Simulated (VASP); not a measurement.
# AlP (m.bgw) (F-43m) in VASP: single point with PBE

Aim: the single point of AlP (m.bgw) with PBE.

Everything below comes from runs of VASP 6.6.1. Logs are shortened: lines on timing, memory, paths and dates and some standing lists are left out, and cuts for length are marked.

### Step 1. The cell of the first run

It takes space group F-43m (No. 216, cubic). The conventional cell has a = 5.508 Å, b = 5.508 Å, c = 5.508 Å, α = 90.00°, β = 90.00°, γ = 90.00°. Within 3.2 Å of Al (site symmetry -43m) lie 4 P at 2.38 Å. P (site symmetry -43m) has 4 Al at 2.38 Å within 3.2 Å.

### Step 2. Single point, PBE

Input file INCAR:

```
SYSTEM = AlP
PREC = Accurate
ENCUT = 500
EDIFF = 1E-6
ISMEAR = 0
SIGMA = 0.01
LREAL = .FALSE.
LASPH = .TRUE.
NELM = 120
ALGO = Normal
ISIF = 2
LWAVE = .FALSE.
LCHARG = .TRUE.
GGA = PE
LELF = .TRUE.
LVHAR = .TRUE.
NBANDS = 11
GGA_COMPAT = .FALSE.
```

Input file KPOINTS:

```
Automatic mesh
0
G
  4 4 4
  0 0 0
```

Input file POSCAR:

```
AlP
1.0
    0.0000000000      2.7538835158      2.7538835158
    2.7538835158      0.0000000000      2.7538835158
    2.7538835158      2.7538835158      0.0000000000
Al P
1 1
Direct
    0.0000000000      0.0000000000      0.0000000000
    0.2500000000      0.2500000000      0.2500000000
```

Potentials or basis: VASP PAW PBE potentials, release 64 (Al, P).

The run is started by

```
> cat potpaw_PBE.64/Al/POTCAR potpaw_PBE.64/P/POTCAR > POTCAR
> mpirun -np 1 vasp_std > vasp.out
```

OUTCAR:

```text
SYSTEM = AlP
   PREC = Accurate
   ENCUT = 500
   EDIFF = 1E-6
   ISMEAR = 0
   LREAL = .FALSE.
   LASPH = .TRUE.
   NELM = 120
   ISIF = 2
   GGA = PE

 ion  position               nearest neighbor table
   1  0.000  0.000  0.000-   2 2.38   2 2.38   2 2.38   2 2.38
   2  0.250  0.250  0.250-   1 2.38   1 2.38   1 2.38   1 2.38

  LATTYP: Found a face centered cubic cell.
 ALAT       =     5.5077670316

  Lattice vectors:

 A1 = (   0.0000000000,   2.7538835158,   2.7538835158)
 A2 = (   2.7538835158,   0.0000000000,   2.7538835158)
 A3 = (   2.7538835158,   2.7538835158,   0.0000000000)

Analysis of symmetry for initial positions (statically):
=====================================================================
 Subroutine PRICEL returns:
 Original cell was already a primitive cell.

 Routine SETGRP: Setting up the symmetry group for a
 face centered cubic supercell.

 Subroutine GETGRP returns: Found 24 space group operations
 (whereof 24 operations were pure point group operations)
 out of a pool of 48 trial point group operations.

The static configuration has the point symmetry T_d .

Analysis of symmetry for dynamics (positions and initial velocities):
=====================================================================
 Subroutine PRICEL returns:
 Original cell was already a primitive cell.

 Routine SETGRP: Setting up the symmetry group for a
 face centered cubic supercell.

 Subroutine GETGRP returns: Found 24 space group operations
 (whereof 24 operations were pure point group operations)
 out of a pool of 48 trial point group operations.

The dynamic configuration has the point symmetry T_d .

 Subroutine INISYM returns: Found 24 space group operations
 (whereof 24 operations are pure point group operations),
 and found     1 'primitive' translations

----------------------------------------------------------------------------------------

                                     Primitive cell

  volume of cell :      41.7702

  direct lattice vectors                    reciprocal lattice vectors
     0.000000000  2.753883516  2.753883516    -0.181561783  0.181561783  0.181561783
     2.753883516  0.000000000  2.753883516     0.181561783 -0.181561783  0.181561783
     2.753883516  2.753883516  0.000000000     0.181561783  0.181561783 -0.181561783

  length of vectors
     3.894579417  3.894579417  3.894579417     0.314474232  0.314474232  0.314474232

  position of ions in fractional coordinates (direct lattice)
     0.000000000  0.000000000  0.000000000
[... 68 lines left out ...]
   ISYM   =      2    0-nonsym 1-usesym 2-fastsym
   POTIM  = 0.5000    time-step for ionic-motion
   TEBEG  =    0.0;   TEEND  =   0.0 temperature during run
   PSTRESS=    0.0 pullay stress
   NELECT =       8.0000    total number of electrons
   NUPDOWN=      -1.0000    fix difference up-down
   EMIN   =  10.00;   EMAX   =-10.00  energy-range for DOS
   EFERMI =   0.00;   METHOD = LEGACY
   ISMEAR =     0;   SIGMA  =   0.01  broadening in eV -4-tet -1-fermi 0-gaus
   EFERMI_NEDOS =   21; number of points for ismear=-14 and -15
   IALGO  =     38    algorithm
   IMIX   =      4    mixing-type and parameters
     AMIX     =   0.40;   BMIX     =  1.00
     AMIX_MAG =   1.60;   BMIX_MAG =  1.00
  volume/ion in A,a.u.               =      20.89       140.94
  Fermi-wavevector in a.u.,A,eV,Ry     =   0.943661  1.783260 12.115930  0.890496
  Thomas-Fermi vector in A             =   2.071390
   LORBIT       =      0    0 simple, 1 ext, 2 COOP (PROOUT), +10 PAW based schemes
   GGA     = PE    functional components
   LHFCALC =     F    Hartree Fock is set to
   AEXX    =    0.0000 exact exchange contribution
   IVDW    =     0    specifies the selected vdW correction
   LEPSILON=     F    determine dielectric tensor
   LRPA    =     F    only Hartree local field effects (RPA)
 non-spin polarized calculation
 Gauss-broadening in eV      SIGMA  =   0.01
  energy-cutoff  :      500.00
  volume of cell :       41.77
 maximum number of plane-waves:      1068
   NGX = 15   NGY = 15   NGZ = 15

 number of electron       8.0000001 magnetization

 Free energy of the ion-electron system (eV)
  ---------------------------------------------------
  ext. energy  EPLUGINS =         0.00000000
  ---------------------------------------------------
  free energy    TOTEN  =       -10.28370219 eV

  energy without entropy =      -10.28370219  energy(sigma->0) =      -10.28370219

 E-fermi :   4.4551     XC(G=0):  -9.0905

 val. band max:        4.3822268417   @ k =   0.0000   0.0000   0.0000
 cond. band min:       5.9883227698   @ k =   0.5000   0.5000   0.0000
 fundamental gap:      1.6060959281
 Fermi energy:         4.4550818437

 k-point     1 :       0.0000    0.0000    0.0000
  band No.  band energies     occupation
      1      -6.9799      2.00000
      2       4.3822      2.00000
      3       4.3822      2.00000
      4       4.3822      2.00000
      5       7.4592      0.00000
      6       8.8817      0.00000
      7       8.8817      0.00000
      8       8.8817      0.00000
      9      13.1649      0.00000
     10      13.1649      0.00000
     11      14.4732      0.00000
[... 85 lines left out ...]
 k-point     8 :      -0.2500    0.5000    0.2500
  band No.  band energies     occupation
      1      -4.6710      2.00000
      2      -0.4887      2.00000
      3       1.2972      2.00000
      4       1.6408      2.00000
      5       8.6903      0.00000
      6      10.1806      0.00000
      7      10.4981      0.00000
      8      10.6521      0.00000
      9      15.4466      0.00000
     10      16.1829      0.00000
     11      17.4842      0.00000

------------------------ aborting loop because EDIFF is reached ----------------------------------------

  FORCE on cell =-STRESS in cart. coord.  units (eV):
  Direction    XX          YY          ZZ          XY          YZ          ZX
  --------------------------------------------------------------------------------------
  -------------------------------------------------------------------------------------
  Total        0.0693589      0.0693589      0.0693589      0.0000000      0.0000000     -0.0000000
  in kB        2.6603955      2.6603955      2.6603955      0.0000000      0.0000000     -0.0000000
  external PRESSURE =       2.6603955 kB  Pullay stress =       0.0000000 kB

 VOLUME and BASIS-vectors are now :
 -----------------------------------------------------------------------------
  energy-cutoff  :      500.00
  volume of cell :       41.77
      direct lattice vectors                 reciprocal lattice vectors
     0.000000000  2.753883516  2.753883516    -0.181561783  0.181561783  0.181561783
     2.753883516  0.000000000  2.753883516     0.181561783 -0.181561783  0.181561783
     2.753883516  2.753883516  0.000000000     0.181561783  0.181561783 -0.181561783

 POSITION                                       TOTAL-FORCE (eV/Angst)
 -----------------------------------------------------------------------------------
      0.00000      0.00000      0.00000        -0.000000     -0.000000     -0.000000
      1.37694      1.37694      1.37694         0.000000      0.000000      0.000000
 -----------------------------------------------------------------------------------
    total drift:                               -0.000000     -0.000000     -0.000000

  FREE ENERGIE OF THE ION-ELECTRON SYSTEM (eV)
  ---------------------------------------------------
  free  energy   TOTEN  =       -10.2837021934 eV

  energy  without entropy=      -10.2837021934  energy(sigma->0) =      -10.28370219
```

OSZICAR:

```text
N       E                     dE             d eps       ncg     rms          rms(c)
DAV:   1     0.115209930819E+02    0.11521E+02   -0.32784E+03   184   0.553E+02
DAV:   2    -0.984670603225E+01   -0.21368E+02   -0.20380E+02   240   0.838E+01
DAV:   3    -0.106442681285E+02   -0.79756E+00   -0.79664E+00   215   0.161E+01
DAV:   4    -0.106515238370E+02   -0.72557E-02   -0.72552E-02   219   0.193E+00
DAV:   5    -0.106516629958E+02   -0.13916E-03   -0.13916E-03   225   0.255E-01    0.445E+00
DAV:   6    -0.103265525860E+02    0.32511E+00   -0.65689E-01   200   0.301E+00    0.283E+00
DAV:   7    -0.102821539678E+02    0.44399E-01   -0.23016E-01   200   0.195E+00    0.143E+00
DAV:   8    -0.102834659613E+02   -0.13120E-02   -0.16892E-02   197   0.634E-01    0.196E-01
DAV:   9    -0.102835090941E+02   -0.43133E-04   -0.58519E-04   206   0.149E-01    0.992E-02
DAV:  10    -0.102836954144E+02   -0.18632E-03   -0.24261E-04   197   0.817E-02    0.129E-02
DAV:  11    -0.102837008840E+02   -0.54696E-05   -0.21572E-05   236   0.222E-02    0.879E-03
DAV:  12    -0.102837020105E+02   -0.11265E-05   -0.20355E-06   206   0.790E-03    0.189E-03
DAV:  13    -0.102837021934E+02   -0.18286E-06   -0.14141E-07   130   0.220E-03
   1 F= -.10283702E+02 E0= -.10283702E+02  d E =-.234712E-26
```

Run time: 11 s. Hardware: 1 thread of Intel Xeon 8259CL, shared host; peak memory 0.15 GiB.

Results:

```
Free energy            : -10.2837 eV
Pressure               : 0.3 GPa
Band gap on the k mesh : 1.61 eV, indirect (least direct gap 3.08 eV)
```

Caveat: the k points lie up to 0.49 Å⁻¹ apart. A k mesh can miss the band edges.
